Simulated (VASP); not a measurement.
# NaF (F-43m) in VASP: notebook

NaF is run at these levels: PBE-based screened hybrid with 35 % exact exchange, HSE06; tasks: single point.

All numbers are computed with VASP 6.6.1; they aren't measurements. Logs are shortened: lines on timing, memory, paths and dates and some standing lists are left out, and cuts for length are marked.

**1. The cell of the first run**

It takes space group F-43m (No. 216, cubic). Conventional cell: a = 5.063 Å, b = 5.063 Å, c = 5.063 Å, α = 90.00°, β = 90.00°, γ = 90.00°. Na (site symmetry -43m) has 4 F at 2.19 Å within 2.9 Å. Within 2.9 Å of F (site symmetry -43m) lie 4 Na at 2.19 Å.

**2. Single point, PBE-based screened hybrid with 35 % exact exchange**

The input, POSCAR:

```
NaF
1.0
    0.0000000000      2.5312613679      2.5312613679
    2.5312613679      0.0000000000      2.5312613679
    2.5312613679      2.5312613679      0.0000000000
Na F
1 1
Direct
    0.0000000000      0.0000000000      0.0000000000
    0.2500000000      0.2500000000      0.2500000000
```

The input, INCAR.step1:

```
PREC     = Accurate       # precision mode
ENCUT    = 520            # plane-wave cutoff, eV
EDIFF    = 1E-5           # SCF threshold, eV
ISMEAR   = 0              # smearing method
SIGMA    = 0.01           # smearing width, eV
LREAL    = F              # projectors in reciprocal space
LASPH    = T              # aspherical terms in the spheres
NELM     = 100            # most SCF steps
ALGO     = Normal         # electronic algorithm
ISIF     = 2              # what is computed and relaxed
LWAVE    = T              # write WAVECAR
LCHARG   = F              # write CHGCAR
GGA      = PE             # functional
NBANDS   = 14             # bands
```

The input, INCAR.step2:

```
PREC     = Accurate       # precision mode
ENCUT    = 520            # plane-wave cutoff, eV
EDIFF    = 1E-6           # SCF threshold, eV
ISMEAR   = 0              # smearing method
SIGMA    = 0.01           # smearing width, eV
LREAL    = F              # projectors in reciprocal space
LASPH    = T              # aspherical terms in the spheres
NELM     = 100            # most SCF steps
ALGO     = Normal         # electronic algorithm
ISIF     = 2              # what is computed and relaxed
LWAVE    = F              # write WAVECAR
LCHARG   = F              # write CHGCAR
GGA      = PE             # functional
LHFCALC  = T              # exact exchange
AEXX     = 0.35           # exact-exchange fraction
HFSCREEN = 0.1            # screening, 1/A
PRECFOCK = Normal       
ISTART   = 1            
NBANDS   = 14             # bands
```

The input, KPOINTS:

```
Automatic mesh
0
Gamma
  4 4 4
```

Potentials or basis: VASP PAW PBE potentials, release 64 (Na_pv, F).

The run is started by

```
$ cat potpaw_PBE.64/Na_pv/POTCAR potpaw_PBE.64/F/POTCAR > POTCAR
$ cp INCAR.step1 INCAR
$ mpirun -np 1 vasp_std > vasp.out
$ cp INCAR.step2 INCAR
$ mpirun -np 1 vasp_std > vasp.out
```

OUTCAR:

```text
PREC = Accurate
   ENCUT = 520
   EDIFF = 1E-6
   ISMEAR = 0
   LREAL = F
   LASPH = T
   NELM = 100
   ISIF = 2
   GGA = PE
   LHFCALC = T
   AEXX = 0.35
   HFSCREEN = 0.1
   PRECFOCK = Normal
   ISTART = 1

 ion  position               nearest neighbor table
   1  0.000  0.000  0.000-   2 2.19   2 2.19   2 2.19   2 2.19
   2  0.250  0.250  0.250-   1 2.19   1 2.19   1 2.19   1 2.19

  LATTYP: Found a face centered cubic cell.
 ALAT       =     5.0625227358

  Lattice vectors:

 A1 = (   0.0000000000,   2.5312613679,   2.5312613679)
 A2 = (   2.5312613679,   0.0000000000,   2.5312613679)
 A3 = (   2.5312613679,   2.5312613679,   0.0000000000)

Analysis of symmetry for initial positions (statically):
=====================================================================
 Subroutine PRICEL returns:
 Original cell was already a primitive cell.

 Routine SETGRP: Setting up the symmetry group for a
 face centered cubic supercell.

 Subroutine GETGRP returns: Found 24 space group operations
 (whereof 24 operations were pure point group operations)
 out of a pool of 48 trial point group operations.

The static configuration has the point symmetry T_d .

Analysis of symmetry for dynamics (positions and initial velocities):
=====================================================================
 Subroutine PRICEL returns:
 Original cell was already a primitive cell.

 Routine SETGRP: Setting up the symmetry group for a
 face centered cubic supercell.

 Subroutine GETGRP returns: Found 24 space group operations
 (whereof 24 operations were pure point group operations)
 out of a pool of 48 trial point group operations.

The dynamic configuration has the point symmetry T_d .

 Subroutine INISYM returns: Found 24 space group operations
 (whereof 24 operations are pure point group operations),
 and found     1 'primitive' translations

----------------------------------------------------------------------------------------

                                     Primitive cell

  volume of cell :      32.4370

  direct lattice vectors                    reciprocal lattice vectors
     0.000000000  2.531261368  2.531261368    -0.197529977  0.197529977  0.197529977
[... 83 lines left out ...]
   EFERMI =   0.00;   METHOD = LEGACY
   ISMEAR =     0;   SIGMA  =   0.01  broadening in eV -4-tet -1-fermi 0-gaus
   EFERMI_NEDOS =   21; number of points for ismear=-14 and -15
   IALGO  =     38    algorithm
   IMIX   =      1    mixing-type and parameters
     AMIX     =   0.40;   BMIX     =  1.00
     AMIX_MAG =   1.60;   BMIX_MAG =  1.00
  volume/ion in A,a.u.               =      16.22       109.45
  Fermi-wavevector in a.u.,A,eV,Ry     =   1.237192  2.337954 20.825685  1.530645
  Thomas-Fermi vector in A             =   2.371770
   LORBIT       =      0    0 simple, 1 ext, 2 COOP (PROOUT), +10 PAW based schemes
   GGA     = PE    functional components
   LHFCALC =     T    Hartree Fock is set to
   PRECFOCK=normal    Normal, Fast or Accurate (Low or Medium for compatibility)
   ENCUT4O =  -1.0   cutoff for four orbital integrals eV
   NKREDX  =     1    reduce k-point grid by
   NKREDY  =     1    reduce k-point grid by
   NKREDZ  =     1    reduce k-point grid by
   AEXX    =    0.3500 exact exchange contribution
   HFSCREEN=    0.1000 screening length (either q_TF or 0.3 A-1)
   HFSCREENC=   0.1000 screening length for correlation (either q_TF or 0.3 A-1)
   ENCUTFOCK=  -1.0 apply spherical cutoff to Coloumb kernel
   IVDW    =     0    specifies the selected vdW correction
   LEPSILON=     F    determine dielectric tensor
   LRPA    =     F    only Hartree local field effects (RPA)
 non-spin polarized calculation
 Gauss-broadening in eV      SIGMA  =   0.01
  energy-cutoff  :      520.00
  volume of cell :       32.44
 maximum number of plane-waves:       893
 NGX is ok and might be reduce to    28
  NGX = 20; NGY = 20; NGZ = 20

 number of electron      13.9999982 magnetization

 Free energy of the ion-electron system (eV)
  ---------------------------------------------------
  ext. energy  EPLUGINS =         0.00000000
  ---------------------------------------------------
  free energy    TOTEN  =       -11.19770635 eV

  energy without entropy =      -11.19770635  energy(sigma->0) =      -11.19770635

 E-fermi :  -5.8926     XC(G=0):  -5.5722

 val. band max:       -6.0144930599   @ k =   0.0000   0.0000   0.0000
 cond. band min:       2.9998681543   @ k =   0.0000   0.0000   0.0000
 fundamental gap:      9.0143612143
 Fermi energy:        -5.8926029406

 k-point     1 :       0.0000    0.0000    0.0000
  band No.  band energies     occupation
      1     -26.9197      2.00000
      2     -26.8524      2.00000
      3     -26.8523      2.00000
      4     -26.8523      2.00000
      5      -6.0145      2.00000
      6      -6.0145      2.00000
      7      -6.0145      2.00000
      8       2.9999      0.00000
      9      17.1161      0.00000
     10      17.1161      0.00000
     11      17.1161      0.00000
     12      18.7533      0.00000
     13      18.7533      0.00000
     14      18.7533      0.00000
[... 105 lines left out ...]
      1     -27.6194      2.00000
      2     -26.8947      2.00000
      3     -26.8814      2.00000
      4     -26.0261      2.00000
      5      -6.5137      2.00000
      6      -6.4882      2.00000
      7      -6.2211      2.00000
      8       8.0074      0.00000
      9       9.6560      0.00000
     10      12.5103      0.00000
     11      12.7279      0.00000
     12      19.6068      0.00000
     13      19.8907      0.00000
     14      21.2679      0.00000

------------------------ aborting loop because EDIFF is reached ----------------------------------------

  FORCE on cell =-STRESS in cart. coord.  units (eV):
  Direction    XX          YY          ZZ          XY          YZ          ZX
  --------------------------------------------------------------------------------------
  -------------------------------------------------------------------------------------
  Total        0.0754573      0.0754573      0.0754573      0.0000000      0.0000000      0.0000000
  in kB        3.7270966      3.7270966      3.7270966      0.0000000      0.0000000      0.0000000
  external PRESSURE =       3.7270966 kB  Pullay stress =       0.0000000 kB

 VOLUME and BASIS-vectors are now :
 -----------------------------------------------------------------------------
  energy-cutoff  :      520.00
  volume of cell :       32.44
      direct lattice vectors                 reciprocal lattice vectors
     0.000000000  2.531261368  2.531261368    -0.197529977  0.197529977  0.197529977
     2.531261368  0.000000000  2.531261368     0.197529977 -0.197529977  0.197529977
     2.531261368  2.531261368  0.000000000     0.197529977  0.197529977 -0.197529977

 POSITION                                       TOTAL-FORCE (eV/Angst)
 -----------------------------------------------------------------------------------
      0.00000      0.00000      0.00000         0.000000      0.000000      0.000000
      1.26563      1.26563      1.26563        -0.000000     -0.000000     -0.000000
 -----------------------------------------------------------------------------------
    total drift:                               -0.000001     -0.000002     -0.000002

  FREE ENERGIE OF THE ION-ELECTRON SYSTEM (eV)
  ---------------------------------------------------
  free  energy   TOTEN  =       -11.1977063471 eV

  energy  without entropy=      -11.1977063471  energy(sigma->0) =      -11.19770635
```

OSZICAR.step1:

```text
N       E                     dE             d eps       ncg     rms          rms(c)
DAV:   1     0.110061338446E+03    0.11006E+03   -0.79919E+03   230   0.119E+03
DAV:   2    -0.301673956454E+01   -0.11308E+03   -0.10490E+03   242   0.316E+02
DAV:   3    -0.951153940950E+01   -0.64948E+01   -0.64791E+01   284   0.723E+01
DAV:   4    -0.956918969913E+01   -0.57650E-01   -0.57648E-01   266   0.767E+00
DAV:   5    -0.956992587141E+01   -0.73617E-03   -0.73617E-03   284   0.854E-01    0.604E+00
DAV:   6    -0.838772224555E+01    0.11822E+01   -0.41955E+00   302   0.165E+01    0.207E+00
DAV:   7    -0.837084540686E+01    0.16877E-01   -0.35618E-02   230   0.199E+00    0.119E+00
DAV:   8    -0.838132803779E+01   -0.10483E-01   -0.43677E-02   230   0.333E+00    0.202E-01
DAV:   9    -0.838391565495E+01   -0.25876E-02   -0.81071E-03   260   0.905E-01    0.184E-01
DAV:  10    -0.838358258489E+01    0.33307E-03   -0.28380E-03   260   0.676E-01    0.165E-02
DAV:  11    -0.838358563132E+01   -0.30464E-05   -0.62708E-05   242   0.834E-02
   1 F= -.83835856E+01 E0= -.83835856E+01  d E =-.115636E-15
```

Wall time 1.7 min (1 thread of Intel Xeon Platinum 8488C (Sapphire Rapids), shared host); peak memory 0.24 GiB.

What came out:

```yaml
Free_energy: -11.1977 eV
Pressure: 0.4 GPa
Band_gap_on_the_k_mesh: 9.01 eV
```

Levels at points of the mesh, in eV from the valence-band top:
```
           k point  band 3  band 4  band 5  band 6  band 7  band 8  band 9  band 10  band 11  band 12
(0.00, 0.00, 0.00)  -20.84  -20.84    0.00    0.00    0.00    9.01   23.13    23.13    23.13    24.77
(0.50, 0.00, 0.00)  -20.85  -20.15   -0.85   -0.05   -0.05   13.43   14.53    20.89    20.89    24.08
(0.50, 0.50, 0.00)  -20.87  -20.02   -0.79   -0.18   -0.18   13.36   15.58    20.14    20.96    20.96
```

Caveat: the k points lie up to 0.54 Å⁻¹ apart; the PAW data sets were made with another functional, which shifts forces and pressure a little.

**3. Single point, HSE06**

POSCAR is that of step 2.

The input, INCAR.step1:

```
SYSTEM = NaF
  PREC = Accurate
  ENCUT = 520
  EDIFF = 1E-5
  ISMEAR = 0
  SIGMA = 0.2
  LREAL = .FALSE.
  LASPH = .TRUE.
  NELM = 60
  ALGO = Normal
  ISIF = 2
  LWAVE = .TRUE.
  LCHARG = .FALSE.
  NBANDS = 14
  GGA = PE
```

The input, INCAR.step2:

```
SYSTEM = NaF
  PREC = Accurate
  ENCUT = 520
  EDIFF = 1E-7
  ISMEAR = 0
  SIGMA = 0.2
  LREAL = .FALSE.
  LASPH = .TRUE.
  NELM = 60
  ALGO = Normal
  ISIF = 2
  LWAVE = .FALSE.
  LCHARG = .FALSE.
  GGA = PE
  LHFCALC = .TRUE.
  HFSCREEN = 0.2079
  PRECFOCK = Normal
  NBANDS = 14
  ISTART = 1
```

The input, KPOINTS:

```
regular mesh
0
G
  4 4 4
  0 0 0
```

Potentials or basis: VASP PAW PBE potentials, release 64 (Na_pv, F).

The run is started by

```
$ cat potpaw_PBE.64/Na_pv/POTCAR potpaw_PBE.64/F/POTCAR > POTCAR
$ cp INCAR.step1 INCAR
$ mpirun -np 1 vasp_std > vasp.out
$ cp INCAR.step2 INCAR
$ mpirun -np 1 vasp_std > vasp.out
```

Run time: 2.4 min. Hardware: 1 thread of Intel Xeon Platinum 8488C (Sapphire Rapids), shared host; peak memory 0.24 GiB.

Results (log left out):

```yaml
Free_energy: -10.1149 eV
Pressure: 0.9 GPa
Band_gap_on_the_k_mesh: 7.64 eV
```

Levels at points of the mesh, in eV from the valence-band top:
| k point | band 3 | band 4 | band 5 | band 6 | band 7 | band 8 | band 9 | band 10 | band 11 | band 12 |
| --- | --- | --- | --- | --- | --- | --- | --- | --- | --- | --- |
| (0.00, 0.00, 0.00) | -20.27 | -20.27 | 0.00 | 0.00 | 0.00 | 7.64 | 21.62 | 21.62 | 21.62 | 23.25 |
| (0.50, 0.00, 0.00) | -20.28 | -19.56 | -0.85 | -0.04 | -0.04 | 12.03 | 13.08 | 19.41 | 19.41 | 22.65 |
| (0.50, 0.50, 0.00) | -20.30 | -19.43 | -0.79 | -0.17 | -0.17 | 11.99 | 14.16 | 18.61 | 19.44 | 19.44 |

Caveat: the k points lie up to 0.54 Å⁻¹ apart; the PAW data sets were made with another functional, which shifts forces and pressure a little.
